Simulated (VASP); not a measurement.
Input of a VASP 6.6.1 run:

File INCAR:

```
SYSTEM = F
  PREC = Accurate
  ENCUT = 520
  EDIFF = 1E-6
  ISMEAR = 0
  SIGMA = 0.05
  LREAL = .False.
  LASPH = .True.
  NELM = 80
  ALGO = Normal
  ISIF = 2
  LWAVE = .False.
  LCHARG = .False.
  GGA = PE
  IVDW = 12
  NBANDS = 22
```

Contents of KPOINTS:

```
Automatic mesh
0
Gamma
  8 8 4
  0 0 0
```

POSCAR

```
F
1.0
    2.7709906209     -1.8332750676      0.2924307711
    2.7709906209      1.8332750676      0.2924307711
   -0.8506960077      0.0000000000      6.9059093460
F
4
Direct
    0.9138648456      0.5855481450      0.0939279973
    0.4144518550      0.0861351544      0.4060720027
    0.0861351544      0.4144518550      0.9060720027
    0.5855481450      0.9138648456      0.5939279973
```

Potentials or basis: VASP PAW PBE potentials, release 64 (F).

Run with:

```console
$ cat potpaw_PBE.64/F/POTCAR > POTCAR
$ mpirun -np 1 vasp_std > vasp.out
```

Task: What does it give for the dispersion energy per atom?

Result: -0.026 eV.

Task: What does it give for the band gap on the k mesh?

Result: 2.61 eV.

Task: Estimate the pressure.

Result: -2.2 GPa.

Task: Estimate the largest force.

Result: 0.712 eV/Å.

Forces in eV/Å, atoms in the order of the input:
```
F    0.082 -0.315 -0.634
F   -0.082 -0.315  0.634
F   -0.082  0.315  0.634
F    0.082  0.315 -0.634
```

A k mesh can miss the band edges.
